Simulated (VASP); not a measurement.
# Hf (P6_3/mmc) in VASP: further runs

Runs on Hf. Level: PBE. Tasks: single point.

Program: VASP 6.6.1. These are calculated values, not measurements. Logs are shortened: lines on timing, memory, paths and dates and some standing lists are left out, and cuts for length are marked.

### Step 1. The cell of the first run

Symmetry: P6_3/mmc, No. 194, hexagonal system. The conventional cell has a = 2.981 Å, b = 2.981 Å, c = 5.473 Å, α = 90.00°, β = 90.00°, γ = 120.00°. Within 3.9 Å of Hf (site symmetry -6m2) lie 12 Hf at 2.98 to 3.23 Å.

### Step 2. Single point, PBE

Contents of INCAR:

```
SYSTEM = Hf
PREC = Accurate
ENCUT = 500
EDIFF = 1E-6
ISMEAR = 0
SIGMA = 0.15
LREAL = .False.
LASPH = .True.
NELM = 120
ALGO = Normal
ISIF = 2
LWAVE = .False.
LCHARG = .False.
GGA = PE
NBANDS = 17
GGA_COMPAT = .False.
```

Contents of KPOINTS:

```
Automatic mesh
0
Gamma
  18 18 10
  0 0 0
```

Contents of POSCAR:

```
Hf
1.0
    2.9805000000      0.0000000000      0.0000000000
   -1.4902500000      2.5811887160      0.0000000000
    0.0000000000      0.0000000000      5.4731000000
Hf
2
Direct
    0.3333333333      0.6666666667      0.2500000000
    0.6666666667      0.3333333333      0.7500000000
```

Potentials or basis: VASP PAW PBE potentials, release 64 (Hf_pv).

Run with:

```sh
cat potpaw_PBE.64/Hf_pv/POTCAR > POTCAR
mpirun -np 1 vasp_std > vasp.out
```

OUTCAR:

```text
SYSTEM = Hf
   PREC = Accurate
   ENCUT = 500
   EDIFF = 1E-6
   ISMEAR = 0
   LREAL = .False.
   LASPH = .True.
   NELM = 120
   ISIF = 2
   GGA = PE

 ion  position               nearest neighbor table
   1  0.333  0.667  0.250-   2 3.23   2 3.23   2 3.23   2 3.23   2 3.23   2 3.23
   2  0.667  0.333  0.750-   1 3.23   1 3.23   1 3.23   1 3.23   1 3.23   1 3.23

  LATTYP: Found a hexagonal cell.
 ALAT       =     2.9805000000
 C/A-ratio  =     1.8363026338

  Lattice vectors:

 A1 = (   2.9805000000,   0.0000000000,   0.0000000000)
 A2 = (  -1.4902500000,   2.5811887160,   0.0000000000)
 A3 = (   0.0000000000,   0.0000000000,   5.4731000000)

Analysis of symmetry for initial positions (statically):
=====================================================================
 Subroutine PRICEL returns:
 Original cell was already a primitive cell.

 Routine SETGRP: Setting up the symmetry group for a
 hexagonal supercell.

 Subroutine GETGRP returns: Found 24 space group operations
 (whereof 12 operations were pure point group operations)
 out of a pool of 24 trial point group operations.

The static configuration has the point symmetry D_3d.
 The point group associated with its full space group is D_6h.

Analysis of symmetry for dynamics (positions and initial velocities):
=====================================================================
 Subroutine PRICEL returns:
 Original cell was already a primitive cell.

 Routine SETGRP: Setting up the symmetry group for a
 hexagonal supercell.

 Subroutine GETGRP returns: Found 24 space group operations
 (whereof 12 operations were pure point group operations)
 out of a pool of 24 trial point group operations.

The dynamic configuration has the point symmetry D_3d.
 The point group associated with its full space group is D_6h.

 Subroutine INISYM returns: Found 24 space group operations
 (whereof 12 operations are pure point group operations),
 and found     1 'primitive' translations

----------------------------------------------------------------------------------------

                                     Primitive cell

  volume of cell :      42.1058

  direct lattice vectors                    reciprocal lattice vectors
     2.980500000  0.000000000  0.000000000     0.335514175  0.193709200  0.000000000
    -1.490250000  2.581188716  0.000000000     0.000000000  0.387418399  0.000000000
     0.000000000  0.000000000  5.473100000     0.000000000  0.000000000  0.182711809

  length of vectors
     2.980500000  2.980500000  5.473100000     0.387418399  0.387418399  0.182711809

  position of ions in fractional coordinates (direct lattice)
     0.333333333  0.666666667  0.250000000
     0.666666667  0.333333333  0.750000000

  ion indices of the primitive-cell ions
   primitive index   ion index
                 1           1
                 2           2

----------------------------------------------------------------------------------------

 KPOINTS: Automatic mesh

Automatic generation of k-mesh.
 Grid dimensions read from file:
 generate k-points for:   18   18   10

 Generating k-lattice:

  Cartesian coordinates                     Fractional coordinates (reciprocal lattice)
     0.018639676  0.010761622  0.000000000     0.055555556  0.000000000  0.000000000
     0.000000000  0.021523244  0.000000000     0.000000000  0.055555556  0.000000000
     0.000000000  0.000000000  0.018271181     0.000000000  0.000000000  0.100000000

  Length of vectors
     0.021523244  0.021523244  0.018271181

  Shift w.r.t. Gamma in fractional coordinates (k-lattice)
     0.000000000  0.000000000  0.000000000

 Subroutine IBZKPT returns following result:
 ===========================================

 Found    222 irreducible k-points:

 Following reciprocal coordinates:
            Coordinates               Weight
  0.000000  0.000000  0.000000      1.000000
  0.055556 -0.000000  0.000000      6.000000
  0.111111 -0.000000  0.000000      6.000000
  0.166667  0.000000  0.000000      6.000000
  0.222222  0.000000  0.000000      6.000000
  0.277778  0.000000  0.000000      6.000000
[... 16 lines left out ...]
  0.333333  0.111111  0.000000     12.000000
  0.388889  0.111111  0.000000     12.000000
 [... further k-points ...]
   k-points           NKPTS =    222   k-points in BZ     NKDIM =    222   number of bands    NBANDS=     17
   number of dos      NEDOS =    301   number of ions     NIONS =      2
   total plane-waves  NPLWV =  23040
   dimension x,y,z NGX =    24 NGY =   24 NGZ =   40
   dimension x,y,z NGXF=    48 NGYF=   48 NGZF=   80
   ions per type =               2
   NGX,Y,Z   is equivalent  to a cutoff of  13.39, 13.39, 12.15 a.u.
   NGXF,Y,Z  is equivalent  to a cutoff of  26.77, 26.77, 24.30 a.u.
 SYSTEM =  Hf
   PREC   = accura    normal or accurate (medium, high low for compatibility)
   ISTART =      0    job   : 0-new  1-cont  2-samecut
   ICHARG =      2    charge: 1-file 2-atom 10-const
   ISPIN  =      1    spin polarized calculation?
   LNONCOLLINEAR =      F non collinear calculations
   LSORBIT =      F    spin-orbit coupling
   LASPH  =      T    aspherical Exc in radial PAW
   ENCUT  =  500.0 eV  36.75 Ry    6.06 a.u.   5.43  5.43  9.98*2*pi/ulx,y,z
   NELM   =    120;   NELMIN=  2; NELMDL= -5     # of ELM steps
   EDIFF  = 0.1E-05   stopping-criterion for ELM
   LREAL  =      F    real-space projection
   EDIFFG = 0.1E-04   stopping-criterion for IOM
   NSW    =      0    number of steps for IOM
   IBRION =     -1    ionic relax: 0-MD 1-quasi-New 2-CG
   NFREE  =      0    steps in history (QN), initial steepest desc. (CG)
   ISIF   =      2    stress and relaxation
   ISYM   =      2    0-nonsym 1-usesym 2-fastsym
   POTIM  = 0.5000    time-step for ionic-motion
   TEBEG  =    0.0;   TEEND  =   0.0 temperature during run
   PSTRESS=    0.0 pullay stress
   NELECT =      20.0000    total number of electrons
   NUPDOWN=      -1.0000    fix difference up-down
   EMIN   =  10.00;   EMAX   =-10.00  energy-range for DOS
   EFERMI =   0.00;   METHOD = LEGACY
   ISMEAR =     0;   SIGMA  =   0.15  broadening in eV -4-tet -1-fermi 0-gaus
   EFERMI_NEDOS =   21; number of points for ismear=-14 and -15
   IALGO  =     38    algorithm
   IMIX   =      4    mixing-type and parameters
     AMIX     =   0.40;   BMIX     =  1.00
     AMIX_MAG =   1.60;   BMIX_MAG =  1.00
  volume/ion in A,a.u.               =      21.05       142.07
  Fermi-wavevector in a.u.,A,eV,Ry     =   1.277333  2.413809 22.198982  1.631579
  Thomas-Fermi vector in A             =   2.409938
   LORBIT       =      0    0 simple, 1 ext, 2 COOP (PROOUT), +10 PAW based schemes
   GGA     = PE    functional components
   LHFCALC =     F    Hartree Fock is set to
   AEXX    =    0.0000 exact exchange contribution
   IVDW    =     0    specifies the selected vdW correction
   LEPSILON=     F    determine dielectric tensor
   LRPA    =     F    only Hartree local field effects (RPA)
 non-spin polarized calculation
 Gauss-broadening in eV      SIGMA  =   0.15
  energy-cutoff  :      500.00
  volume of cell :       42.11
 maximum number of plane-waves:      1099
 NGX is ok and might be reduce to    24
   NGX = 11   NGY = 11   NGZ = 19

 number of electron      19.9999998 magnetization

 Free energy of the ion-electron system (eV)
  ---------------------------------------------------
  ext. energy  EPLUGINS =         0.00000000
  ---------------------------------------------------
  free energy    TOTEN  =       -19.55607824 eV

  energy without entropy =      -19.53390580  energy(sigma->0) =      -19.54499202

 E-fermi :   5.2502     XC(G=0): -11.5486

 val. band max:        5.2466491662   @ k =   0.2222   0.0000   0.2000
 cond. band min:       5.2538289858   @ k =   0.1667   0.0556   0.2000
 fundamental gap:      0.0071798196
 Fermi energy:         5.2502206413

 k-point     1 :       0.0000    0.0000    0.0000
  band No.  band energies     occupation
      1     -25.4825      2.00000
      2     -24.7480      2.00000
      3     -24.5669      2.00000
      4     -24.5669      2.00000
      5     -24.5015      2.00000
      6     -24.5015      2.00000
[... 9 lines left out ...]
     16       9.4074      0.00000
     17      11.3294      0.00000

 k-point     2 :       0.0556   -0.0000    0.0000
  band No.  band energies     occupation
      1     -25.4727      2.00000
      2     -24.7480      2.00000
      3     -24.6017      2.00000
      4     -24.5759      2.00000
      5     -24.5370      2.00000
      6     -24.5080      2.00000
[... 9 lines left out ...]
     16       9.2951      0.00000
     17      11.3828      0.00000

 k-point     3 :       0.1111   -0.0000    0.0000
  band No.  band energies     occupation
      1     -25.4439      2.00000
      2     -24.7486      2.00000
      3     -24.7012      2.00000
      4     -24.6379      2.00000
      5     -24.6016      2.00000
      6     -24.5269      2.00000
[... 9 lines left out ...]
     16       9.0116      0.00000
     17      11.4960      0.00000

 k-point     4 :       0.1667    0.0000    0.0000
  band No.  band energies     occupation
      1     -25.3984      2.00000
      2     -24.8521      2.00000
      3     -24.7883      2.00000
      4     -24.7508      2.00000
      5     -24.6401      2.00000
      6     -24.5562      2.00000
[... 9 lines left out ...]
     16       8.6490      0.00000
     17      11.5966      0.00000

 k-point     5 :       0.2222    0.0000    0.0000
  band No.  band energies     occupation
      1     -25.3396      2.00000
      2     -25.0344      2.00000
      3     -24.9665      2.00000
      4     -24.7562      2.00000
      5     -24.6864      2.00000
      6     -24.5925      2.00000
[... 9 lines left out ...]
     16       9.0255      0.00000
     17      11.6545      0.00000

 k-point     6 :       0.2778    0.0000    0.0000
  band No.  band energies     occupation
      1     -25.2722      2.00000
      2     -25.2246      2.00000
      3     -25.1495      2.00000
      4     -24.7663      2.00000
      5     -24.7346      2.00000
      6     -24.6314      2.00000
[... 9 lines left out ...]
     16       9.8962      0.00000
     17      11.6677      0.00000

 k-point     7 :       0.3333   -0.0000    0.0000
  band No.  band energies     occupation
      1     -25.3996      2.00000
      2     -25.3161      2.00000
      3     -25.2022      2.00000
      4     -24.7823      2.00000
      5     -24.7792      2.00000
      6     -24.6681      2.00000
[... 9 lines left out ...]
     16      10.8622      0.00000
     17      11.6510      0.00000

 k-point     8 :       0.3889    0.0000    0.0000
  band No.  band energies     occupation
      1     -25.5396      2.00000
      2     -25.4486      2.00000
      3     -25.1367      2.00000
      4     -24.8150      2.00000
      5     -24.8034      2.00000
      6     -24.6979      2.00000
[... 9 lines left out ...]
     16      11.6231      0.00000
     17      11.8247      0.00000
[... 203 lines left out ...]
      1     -25.3723      2.00000
      2     -24.9082      2.00000
      3     -24.8785      2.00000
      4     -24.7528      2.00000
      5     -24.6593      2.00000
      6     -24.5930      2.00000
[... 9 lines left out ...]
     16       8.7286      0.00000
     17      11.3742      0.00000

 k-point    20 :       0.1667    0.1111    0.0000
  band No.  band energies     occupation
      1     -25.3157      2.00000
      2     -25.0628      2.00000
      3     -25.0331      2.00000
      4     -24.7591      2.00000
      5     -24.7153      2.00000
      6     -24.6423      2.00000
[... 9 lines left out ...]
     16       9.5369      0.00000
     17      11.2885      0.00000

 k-point    21 :       0.2222    0.1111    0.0000
  band No.  band energies     occupation
      1     -25.2506      2.00000
      2     -25.2318      2.00000
      3     -25.1833      2.00000
      4     -24.7783      2.00000
      5     -24.7703      2.00000
      6     -24.6927      2.00000
[... 9 lines left out ...]
     16      10.4961      0.00000
     17      11.2018      0.00000

 k-point    22 :       0.2778    0.1111    0.0000
  band No.  band energies     occupation
      1     -25.3880      2.00000
      2     -25.3199      2.00000
      3     -25.1826      2.00000
      4     -24.8378      2.00000
      5     -24.7874      2.00000
      6     -24.7392      2.00000
[... 9 lines left out ...]
     16      11.1125      0.00000
     17      11.5433      0.00000

 k-point    23 :       0.3333    0.1111    0.0000
  band No.  band energies     occupation
      1     -25.5127      2.00000
      2     -25.4293      2.00000
      3     -25.1185      2.00000
      4     -24.8860      2.00000
      5     -24.8098      2.00000
      6     -24.7770      2.00000
[... 9 lines left out ...]
     16      11.0886      0.00000
     17      12.5921      0.00000

 k-point    24 :       0.3889    0.1111    0.0000
  band No.  band energies     occupation
      1     -25.5929      2.00000
      2     -25.4999      2.00000
      3     -25.0683      2.00000
      4     -24.9171      2.00000
      5     -24.8327      2.00000
      6     -24.8015      2.00000
[... 9 lines left out ...]
     16      11.4337      0.00000
     17      13.4474      0.00000

 [... further k-points ...]

------------------------ aborting loop because EDIFF is reached ----------------------------------------

  FORCE on cell =-STRESS in cart. coord.  units (eV):
  Direction    XX          YY          ZZ          XY          YZ          ZX
  --------------------------------------------------------------------------------------
  -------------------------------------------------------------------------------------
  Total        3.4218340      3.4218340     -0.8157953      0.0000000      0.0000000      0.0000000
  in kB      130.2048786    130.2048786    -31.0419859      0.0000000      0.0000000      0.0000000
  external PRESSURE =      76.4559238 kB  Pullay stress =       0.0000000 kB

 VOLUME and BASIS-vectors are now :
 -----------------------------------------------------------------------------
  energy-cutoff  :      500.00
  volume of cell :       42.11
      direct lattice vectors                 reciprocal lattice vectors
     2.980500000  0.000000000  0.000000000     0.335514175  0.193709200  0.000000000
    -1.490250000  2.581188716  0.000000000     0.000000000  0.387418399  0.000000000
     0.000000000  0.000000000  5.473100000     0.000000000  0.000000000  0.182711809

 POSITION                                       TOTAL-FORCE (eV/Angst)
 -----------------------------------------------------------------------------------
     -0.00000      1.72079      1.36827        -0.000000     -0.000000      0.000000
      1.49025      0.86040      4.10482         0.000000      0.000000      0.000000
 -----------------------------------------------------------------------------------
    total drift:                               -0.000000      0.000000     -0.000000

  FREE ENERGIE OF THE ION-ELECTRON SYSTEM (eV)
  ---------------------------------------------------
  free  energy   TOTEN  =       -19.5560782426 eV

  energy  without entropy=      -19.5339057954  energy(sigma->0) =      -19.54499202
```

It took 1.8 min on 1 thread of Intel Xeon Platinum 8259CL at 2.50GHz (Skylake/Cascade Lake), shared host; peak memory 0.25 GiB.

Results:

| Quantity | Value |
| --- | --- |
| Free energy | -19.5561 eV |
| Pressure | 7.6 GPa |
| Band gap on the k mesh | zero (bands 10 and 11 overlap by 0.63 eV) |

Stress tensor (GPa, compression positive):
```
13.02  0.00  0.00
 0.00 13.02  0.00
 0.00  0.00 -3.10
```

Levels at points of the mesh, in eV from the Fermi level:
```
           k point  band 8  band 9  band 10  band 11  band 12  band 13
(0.00, 0.00, 0.00)   -4.23   -0.20     0.11     1.58     1.58     2.09
(0.50, 0.00, 0.00)   -2.98   -2.53     0.03     0.19     1.12     2.00
(0.00, 0.00, 0.50)   -5.82   -0.56    -0.56     1.66     1.66     1.66
(0.50, 0.00, 0.50)   -3.52   -1.47    -1.47     1.71     1.71     3.58
```

Caveat: the stress differs along the axes, from -3 to 13 GPa; spin-orbit coupling is left out, which moves the levels of the heavy elements.

### Step 3. Single point, PBE

This run uses another cell than the first one, of 20.99 Å³/atom.

Contents of INCAR:

```
ALGO = Normal
EDIFF = 1E-6
ENCUT = 500
GGA = PE
GGA_COMPAT = F
ISIF = 2
ISMEAR = 0
LASPH = T
LCHARG = F
LREAL = F
LWAVE = F
NBANDS = 17
NELM = 120
PREC = Accurate
SIGMA = 0.15
```

Contents of KPOINTS:

```
k-points
0
Gamma
  18 18 10
```

Contents of POSCAR:

```
Hf
1.0
    3.0926000000      0.0000000000      0.0000000000
   -1.5463000000      2.6782701638      0.0000000000
    0.0000000000      0.0000000000      5.0676933209
Hf
2
Direct
    0.3333333333      0.6666666667      0.2500000000
    0.6666666667      0.3333333333      0.7500000000
```

Potentials or basis: VASP PAW PBE potentials, release 64 (Hf_pv).

Run with:

```sh
cat potpaw_PBE.64/Hf_pv/POTCAR > POTCAR
mpirun -np 1 vasp_std > vasp.out
```

Run time: 1.8 min. Hardware: 1 thread of Intel Xeon Platinum 8259CL at 2.50GHz (Skylake/Cascade Lake), shared host; peak memory 0.25 GiB.

Results (log left out):

| Item | Value |
| --- | --- |
| Free energy | -19.7734 eV |
| Pressure | 8.1 GPa |
| Band gap on the k mesh | zero (bands 10 and 11 overlap by 1.52 eV) |

Stress tensor (GPa, compression positive):
```
9.64 0.00 0.00
0.00 9.64 0.00
0.00 0.00 4.88
```

Levels at points of the mesh, in eV from the Fermi level:
```tsv
k point	band 6	band 7	band 8	band 9	band 10	band 11	band 12	band 13	band 14	band 15
(0.00, 0.00, 0.00)	-29.93	-7.58	-3.98	0.59	1.15	1.29	1.29	2.08	2.08	3.09
(0.50, 0.00, 0.00)	-30.07	-3.42	-2.98	-2.48	-0.53	0.75	1.04	1.61	6.61	6.80
(0.00, 0.00, 0.50)	-30.00	-5.59	-5.59	-0.04	-0.04	1.24	1.24	1.24	1.24	5.15
(0.50, 0.00, 0.50)	-30.18	-3.61	-3.61	-1.20	-1.20	1.45	1.45	2.97	2.97	6.44
```

Caveat: the cell stands under pressure; spin-orbit coupling is left out, which moves the levels of the heavy elements.
